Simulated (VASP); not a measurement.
# In (I4/mmm) in VASP: further runs

The runs below take In through electric field gradients, with LDA.

All numbers are computed with VASP 6.6.1; they aren't measurements. Logs are shortened: lines on timing, memory, paths and dates and some standing lists are left out, and cuts for length are marked.

## Step 1: The cell of the first run

The structure is tetragonal, space group I4/mmm (No. 139). The conventional cell has a = 3.252 Å, b = 3.252 Å, c = 4.948 Å, α = 90.00°, β = 90.00°, γ = 90.00°. In (site symmetry 4/mmm) has 12 In at 3.25 to 3.38 Å within 4.3 Å.

## Step 2: Electric field gradients, LDA

Input file INCAR:

```
SYSTEM = In
ALGO = Normal ; EDIFF = 1E-8
ENCUT = 520 ; GGA = CA
ISIF = 2 ; ISMEAR = -1
LASPH = .True. ; LCHARG = .False.
LEFG = .True. ; LREAL = .False.
LWAVE = .False. ; NBANDS = 12
NELM = 100 ; PREC = Accurate
SIGMA = 0.05
```

Input file KPOINTS:

```
k-points
0
Gamma
  14 14 14
  0 0 0
```

Input file POSCAR:

```
In
1.0
   -1.6261500000      1.6261500000      2.4739500000
    1.6261500000     -1.6261500000      2.4739500000
    1.6261500000      1.6261500000     -2.4739500000
In
1
Direct
    0.0000000000      0.0000000000      0.0000000000
```

Potentials or basis: VASP PAW LDA potentials, release 64 (In_d).

Run with:

```bash
cat potpaw_LDA.64/In_d/POTCAR > POTCAR
mpirun -np 1 vasp_std > vasp.out
```

OUTCAR:

```text
SYSTEM = In
   EDIFF = 1E-8
   ENCUT = 520
   GGA = CA
   ISIF = 2
   ISMEAR = -1
   LASPH = .True.
   LREAL = .False.
   NELM = 100
   PREC = Accurate

 ion  position               nearest neighbor table
   1  0.000  0.000  0.000-

  LATTYP: Found a body centered tetragonal cell.
 ALAT       =     3.2523000000
 C/A-ratio  =     1.5213541186

  Lattice vectors:

 A1 = (  -1.6261500000,   1.6261500000,   2.4739500000)
 A2 = (   1.6261500000,  -1.6261500000,   2.4739500000)
 A3 = (   1.6261500000,   1.6261500000,  -2.4739500000)

Analysis of symmetry for initial positions (statically):
=====================================================================
 Subroutine PRICEL returns:
 Original cell was already a primitive cell.

 Routine SETGRP: Setting up the symmetry group for a
 body centered tetragonal supercell.

 Subroutine GETGRP returns: Found 16 space group operations
 (whereof 16 operations were pure point group operations)
 out of a pool of 16 trial point group operations.

The static configuration has the point symmetry D_4h.

Analysis of symmetry for dynamics (positions and initial velocities):
=====================================================================
 Subroutine PRICEL returns:
 Original cell was already a primitive cell.

 Routine SETGRP: Setting up the symmetry group for a
 body centered tetragonal supercell.

 Subroutine GETGRP returns: Found 16 space group operations
 (whereof 16 operations were pure point group operations)
 out of a pool of 16 trial point group operations.

The dynamic configuration has the point symmetry D_4h.

 Subroutine INISYM returns: Found 16 space group operations
 (whereof 16 operations are pure point group operations),
 and found     1 'primitive' translations

----------------------------------------------------------------------------------------

                                     Primitive cell

  volume of cell :      26.1681

  direct lattice vectors                    reciprocal lattice vectors
    -1.626150000  1.626150000  2.473950000     0.000000000  0.307474710  0.202105944
     1.626150000 -1.626150000  2.473950000     0.307474710  0.000000000  0.202105944
     1.626150000  1.626150000 -2.473950000     0.307474710  0.307474710  0.000000000

  length of vectors
     3.377744254  3.377744254  3.377744254     0.367950418  0.367950418  0.434834905

  position of ions in fractional coordinates (direct lattice)
     0.000000000  0.000000000  0.000000000

  ion indices of the primitive-cell ions
   primitive index   ion index
                 1           1

----------------------------------------------------------------------------------------

 KPOINTS: k-points

Automatic generation of k-mesh.
 Grid dimensions read from file:
 generate k-points for:   14   14   14

 Generating k-lattice:

  Cartesian coordinates                     Fractional coordinates (reciprocal lattice)
     0.000000000  0.021962479  0.014436139     0.071428571  0.000000000 -0.000000000
     0.021962479  0.000000000  0.014436139     0.000000000  0.071428571 -0.000000000
     0.021962479  0.021962479  0.000000000     0.000000000  0.000000000  0.071428571

  Length of vectors
     0.026282173  0.026282173  0.031059636

  Shift w.r.t. Gamma in fractional coordinates (k-lattice)
     0.000000000  0.000000000  0.000000000

 Subroutine IBZKPT returns following result:
 ===========================================

 Found    244 irreducible k-points:

 Following reciprocal coordinates:
            Coordinates               Weight
  0.000000  0.000000  0.000000      1.000000
  0.071429 -0.000000  0.000000      8.000000
  0.142857 -0.000000  0.000000      8.000000
  0.214286  0.000000  0.000000      8.000000
  0.285714 -0.000000  0.000000      8.000000
  0.357143 -0.000000  0.000000      8.000000
[... 16 lines left out ...]
  0.214286  0.142857 -0.000000     16.000000
  0.285714  0.142857  0.000000     16.000000
 [... further k-points ...]
   k-points           NKPTS =    244   k-points in BZ     NKDIM =    244   number of bands    NBANDS=     12
   number of dos      NEDOS =    301   number of ions     NIONS =      1
   total plane-waves  NPLWV =  21952
   dimension x,y,z NGX =    28 NGY =   28 NGZ =   28
   dimension x,y,z NGXF=    56 NGYF=   56 NGZF=   56
   ions per type =               1
   NGX,Y,Z   is equivalent  to a cutoff of  13.78, 13.78, 13.78 a.u.
   NGXF,Y,Z  is equivalent  to a cutoff of  27.56, 27.56, 27.56 a.u.
 SYSTEM =  In
   PREC   = accura    normal or accurate (medium, high low for compatibility)
   ISTART =      0    job   : 0-new  1-cont  2-samecut
   ICHARG =      2    charge: 1-file 2-atom 10-const
   ISPIN  =      1    spin polarized calculation?
   LNONCOLLINEAR =      F non collinear calculations
   LSORBIT =      F    spin-orbit coupling
   LASPH  =      T    aspherical Exc in radial PAW
   ENCUT  =  520.0 eV  38.22 Ry    6.18 a.u.   6.28  6.28  6.28*2*pi/ulx,y,z
   NELM   =    100;   NELMIN=  2; NELMDL= -5     # of ELM steps
   EDIFF  = 0.1E-07   stopping-criterion for ELM
   LREAL  =      F    real-space projection
   EDIFFG = 0.1E-06   stopping-criterion for IOM
   NSW    =      0    number of steps for IOM
   IBRION =     -1    ionic relax: 0-MD 1-quasi-New 2-CG
   NFREE  =      0    steps in history (QN), initial steepest desc. (CG)
   ISIF   =      2    stress and relaxation
   ISYM   =      2    0-nonsym 1-usesym 2-fastsym
   POTIM  = 0.5000    time-step for ionic-motion
   TEBEG  =    0.0;   TEEND  =   0.0 temperature during run
   PSTRESS=    0.0 pullay stress
   NELECT =      13.0000    total number of electrons
   NUPDOWN=      -1.0000    fix difference up-down
   EMIN   =  10.00;   EMAX   =-10.00  energy-range for DOS
   EFERMI =   0.00;   METHOD = LEGACY
   ISMEAR =    -1;   SIGMA  =   0.05  broadening in eV -4-tet -1-fermi 0-gaus
   EFERMI_NEDOS =   21; number of points for ismear=-14 and -15
   IALGO  =     38    algorithm
   IMIX   =      4    mixing-type and parameters
     AMIX     =   0.40;   BMIX     =  1.00
     AMIX_MAG =   1.60;   BMIX_MAG =  1.00
  volume/ion in A,a.u.               =      26.17       176.59
  Fermi-wavevector in a.u.,A,eV,Ry     =   1.296578  2.450177 22.872944  1.681114
  Thomas-Fermi vector in A             =   2.428025
   LORBIT       =      0    0 simple, 1 ext, 2 COOP (PROOUT), +10 PAW based schemes
   GGA     = CA    functional components
   LHFCALC =     F    Hartree Fock is set to
   AEXX    =    0.0000 exact exchange contribution
   IVDW    =     0    specifies the selected vdW correction
   LEPSILON=     F    determine dielectric tensor
   LRPA    =     F    only Hartree local field effects (RPA)
 non-spin polarized calculation
  energy-cutoff  :      520.00
  volume of cell :       26.17
 maximum number of plane-waves:       721
 NGX is ok and might be reduce to    28
   NGX = 13   NGY = 13   NGZ = 13

 number of electron      13.0000006 magnetization

 Free energy of the ion-electron system (eV)
  ---------------------------------------------------
  ext. energy  EPLUGINS =         0.00000000
  ---------------------------------------------------
  free energy    TOTEN  =        -3.20824757 eV

  energy without entropy =       -3.20475447  energy(sigma->0) =       -3.20650102

 E-fermi :   7.2433     XC(G=0): -10.5259

 val. band max:        7.1971123172   @ k =   0.2857   0.1429   0.0714
 cond. band min:       7.2447371143   @ k =   0.2857   0.2143   0.0714
 fundamental gap:      0.0476247971
 Fermi energy:         7.2433270908

 k-point     1 :       0.0000    0.0000    0.0000
  band No.  band energies     occupation
      1      -7.4082      2.00000
      2      -7.3024      2.00000
      3      -7.3024      2.00000
      4      -7.2193      2.00000
      5      -7.1129      2.00000
      6      -2.3488      2.00000
      7      17.6325      0.00000
      8      17.6325      0.00000
      9      17.7897      0.00000
     10      18.8999      0.00000
     11      21.2226      0.00000
     12      21.3519      0.00000

 k-point     2 :       0.0714   -0.0000    0.0000
  band No.  band energies     occupation
      1      -7.3999      2.00000
      2      -7.3028      2.00000
      3      -7.2942      2.00000
      4      -7.2178      2.00000
      5      -7.1161      2.00000
      6      -2.2371      2.00000
      7      16.3295      0.00000
      8      17.4681      0.00000
      9      17.4989      0.00000
     10      18.7041      0.00000
     11      21.5918      0.00000
     12      21.6429      0.00000

 k-point     3 :       0.1429   -0.0000    0.0000
  band No.  band energies     occupation
      1      -7.3828      2.00000
      2      -7.3070      2.00000
      3      -7.2741      2.00000
      4      -7.2053      2.00000
      5      -7.1222      2.00000
      6      -1.8993      2.00000
      7      13.9421      0.00000
      8      16.8545      0.00000
      9      17.1965      0.00000
     10      18.6373      0.00000
     11      20.9667      0.00000
     12      22.4075      0.00000
[... 286 lines left out ...]
 k-point    23 :       0.2143    0.1429   -0.0000
  band No.  band energies     occupation
      1      -7.3549      2.00000
      2      -7.2988      2.00000
      3      -7.2439      2.00000
      4      -7.1857      2.00000
      5      -7.0872      2.00000
      6      -0.4577      2.00000
      7      10.4655      0.00000
      8      12.5465      0.00000
      9      16.1869      0.00000
     10      19.0689      0.00000
     11      20.0556      0.00000
     12      21.2023      0.00000

 k-point    24 :       0.2857    0.1429    0.0000
  band No.  band energies     occupation
      1      -7.3483      2.00000
      2      -7.3204      2.00000
      3      -7.2537      2.00000
      4      -7.1261      2.00000
      5      -7.0726      2.00000
      6       0.4849      2.00000
      7       8.2934      0.00000
      8      12.4478      0.00000
      9      15.3142      0.00000
     10      18.1843      0.00000
     11      20.0643      0.00000
     12      21.5792      0.00000

 [... further k-points ...]
[... 5 lines left out ...]
  --------------------------------------------------------------------------------------
  -------------------------------------------------------------------------------------
  Total       -0.4615271     -0.4615271     -0.3913253      0.0000000     -0.0000000      0.0000000
  in kB      -28.2576285    -28.2576285    -23.9594262      0.0000000     -0.0000000      0.0000000
  external PRESSURE =     -26.8248944 kB  Pullay stress =       0.0000000 kB

 VOLUME and BASIS-vectors are now :
 -----------------------------------------------------------------------------
  energy-cutoff  :      520.00
  volume of cell :       26.17
      direct lattice vectors                 reciprocal lattice vectors
    -1.626150000  1.626150000  2.473950000     0.000000000  0.307474710  0.202105944
     1.626150000 -1.626150000  2.473950000     0.307474710  0.000000000  0.202105944
     1.626150000  1.626150000 -2.473950000     0.307474710  0.307474710  0.000000000

 POSITION                                       TOTAL-FORCE (eV/Angst)
 -----------------------------------------------------------------------------------
      0.00000      0.00000      0.00000         0.000000      0.000000      0.000000
 -----------------------------------------------------------------------------------
    total drift:                               -0.000000     -0.000000     -0.000000

  FREE ENERGIE OF THE ION-ELECTRON SYSTEM (eV)
  ---------------------------------------------------
  free  energy   TOTEN  =        -3.2082475683 eV

  energy  without entropy=       -3.2047544664  energy(sigma->0) =       -3.20650102

 Electric field gradients (V/A^2)
---------------------------------------------------------------------
 ion       V_xx      V_yy      V_zz      V_xy      V_xz      V_yz
---------------------------------------------------------------------
   1     -10.978   -10.978    21.957    -0.000     0.001     0.001
---------------------------------------------------------------------

 Electric field gradients after diagonalization (V/A^2)
 (convention: |V_zz| > |V_xx| > |V_yy|)
----------------------------------------------------------------------
 ion       V_xx      V_yy      V_zz     asymmetry (V_yy - V_xx)/ V_zz
----------------------------------------------------------------------
   1     -10.978   -10.978    21.957       0.000
----------------------------------------------------------------------

           NMR quadrupolar parameters

 Cq : quadrupolar parameter    Cq=e*Q*V_zz/h
 eta: asymmetry parameters     (V_yy - V_xx)/ V_zz
 Q  : nuclear electric quadrupole moment in mb (millibarn)
----------------------------------------------------------------------
 ion       Cq(MHz)       eta       Q (mb)
----------------------------------------------------------------------
   1       0.053       0.000       1.000
----------------------------------------------------------------------
```

Run time: 2.4 min. Hardware: 1 thread of Intel Xeon 8259CL, shared host; peak memory 0.2 GiB.

Results:

```
Free energy                             : -3.2082 eV
Pressure                                : -2.7 GPa
Band gap on the k mesh                  : zero (an odd number of electrons rules out a gap without spin polarisation)
Largest electric field gradient by atom : In +22.0 V/Å²
```

Electric field gradients, principal values (V/Å²):
```csv
atom,least,middle,greatest (by size)
1 In,-10.978,-10.978,21.957
```

Caveat: without QUAD_EFG the Cq values of the log hold for a quadrupole moment of 1 mb, not for the nuclei; spin-orbit coupling is left out, which moves the levels of the heavy elements.

[end of part 1 of 2]
